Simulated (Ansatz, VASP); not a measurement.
## Ga: VASP beside Ansatz

```
CELL_PARAMETERS angstrom
1.46198 -4.09860 0.00000
1.46198 4.09860 0.00000
0.00000 0.00000 3.19620
ATOMIC_POSITIONS crystal
Ga 0.86700 0.13300 0.25000
Ga 0.13300 0.86700 0.75000
```

Change from the starting cell: volume scaled by 1.025, PAW files.

Alike in both runs: task electric field gradients; functional PBE; k mesh 12 × 12 × 10; occupations fermi-dirac, width 0.08 eV; no spin polarisation.

|  | VASP | Ansatz |
| --- | --- | --- |
| version | VASP 6.6.1 | Ansatz 0.2.0 |
| potentials or method | VASP PAW PBE potentials, release 64 (Ga_d) | PAW with Ansatz's default frozen-core files, scalar-relativistic |
| plane-wave cutoff (eV) | 520 | 420 |
| valence electrons in the cell | 26 | 26 |

|  | VASP | Ansatz | Ansatz less VASP |
| --- | --- | --- | --- |
| pressure (GPa) | 0.5 | 0.4 | -0.10 |
| traceless stress, the component that is largest in VASP (GPa) | -2.17 | -2.16 | +0.016 |
| rms of the force components (eV/Å) | 0.106 | 0.105 | -0.0007 |
| size of Vzz on the site where it differs most (V/Å²) | 26.2 | 27.7 | +1.53 |

Atom by atom the forces differ by 0.001 eV/Å (rms over components). The functional is the same, so the differences come from potentials, cutoffs and numerics.
